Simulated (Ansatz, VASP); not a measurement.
**Sb, level by level in two programs**

```xyz
1
Lattice="3.1388 0.0000 0.0000 0.0000 3.1388 0.0000 0.0000 0.0000 3.1388" Properties=species:S:1:pos:R:3 pbc="T T T"
Sb    0.0000    0.0000    0.0000
```

Single points on this cell with VASP 6.6.1 and Ansatz 0.2.0. Each row is one pair of runs. Alike in all rows: spin: off; smearing: fermi-dirac, width 0.05 eV.

| level | k mesh | VASP's potentials, cutoff | Ansatz's potentials, cutoff | gap on the k mesh at the Fermi level (eV), VASP | gap on the k mesh at the Fermi level (eV), Ansatz |
| --- | --- | --- | --- | --- | --- |
| PBE0 | 4 × 4 × 4 | VASP PAW PBE potentials, release 64 (Sb_d_GW), 400 eV | Ansatz PAW, 420 eV | none | none |
| r2SCAN0 | 4 × 4 × 4 | VASP PAW PBE potentials, release 64 (Sb_d_GW), 440 eV | Ansatz PAW, 500 eV | none | none |
| PBE0 | 6 × 6 × 6 | VASP PAW PBE potentials, release 64 (Sb_d_GW), 400 eV | Ansatz PAW, 420 eV | none | none |

A gap of «none» marks a metal or a gap that the smearing closes.

The k mesh is coarse in some rows, so the values compare programs but aren't converged. Neither program's run includes spin-orbit coupling.
